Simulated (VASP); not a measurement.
Wanted: the native input for a VASP 6.6.1 run.

* Task: single point
* Functional: r2SCAN
* Potentials or basis: VASP PAW PBE potentials, release 64 (Fe)
* Cutoff: 520 eV
* k mesh: 13 × 13 × 13
* Occupations: fermi-dirac, width 0.1 eV
* Spin: no spin polarisation
* Dipole correction: no
* Further INCAR settings: ALGO = Normal; EDIFF = 1e-06; NBANDS = 15

Fe:

```
Fe
1.0
     0.00000    2.40597    2.40597
     2.40597    0.00000    2.40597
     2.40597    2.40597    0.00000
Fe
2
Direct
  0.12500 0.12500 0.12500
  0.87500 0.87500 0.87500
```

The input as run:

POSCAR

```
Fe
1.0
    0.0000000000      2.4059651392      2.4059651392
    2.4059651392      0.0000000000      2.4059651392
    2.4059651392      2.4059651392      0.0000000000
Fe
2
Direct
    0.1250000000      0.1250000000      0.1250000000
    0.8750000000      0.8750000000      0.8750000000
```

INCAR.step1

```
SYSTEM = Fe
  ALGO = Normal
  EDIFF = 1E-4
  ENCUT = 520
  GGA = PE
  ISMEAR = -1
  LASPH = .True.
  LCHARG = .False.
  LREAL = .False.
  LWAVE = .True.
  NBANDS = 15
  NELM = 80
  PREC = Accurate
  SIGMA = 0.1
```

INCAR.step2

```
SYSTEM = Fe
  ALGO = Normal
  EDIFF = 1E-6
  ENCUT = 520
  ISIF = 2
  ISMEAR = -1
  ISTART = 1
  LASPH = .True.
  LCHARG = .True.
  LELF = .True.
  LMIXTAU = .True.
  LREAL = .False.
  LVHAR = .True.
  LWAVE = .False.
  METAGGA = R2SCAN
  NBANDS = 15
  NELM = 80
  PREC = Accurate
  SIGMA = 0.1
```

KPOINTS

```
k-points
0
Gamma
  13 13 13
  0 0 0
```

Potentials or basis: VASP PAW PBE potentials, release 64 (Fe).

The run is started by

```sh
$ cat potpaw_PBE.64/Fe/POTCAR > POTCAR
$ cp INCAR.step1 INCAR
$ mpirun -np 1 vasp_std > vasp.out
$ cp INCAR.step2 INCAR
$ mpirun -np 1 vasp_std > vasp.out
```

It gave:

```json
{
  "Pressure": "-1.0 GPa",
  "Band gap on the k mesh": "zero (band 8 reaches 4.26 eV, above the bottom of band 9 at 3.42 eV)"
}
```

Caveat: the PAW data sets were made with another functional, which shifts forces and pressure a little; the run has no spin polarisation, though such a crystal can be magnetic.

Wall time 100 s on 1 thread of Intel(R) Xeon(R) 6975P-C (Granite Rapids), on a shared host, peak memory 0.17 GiB.
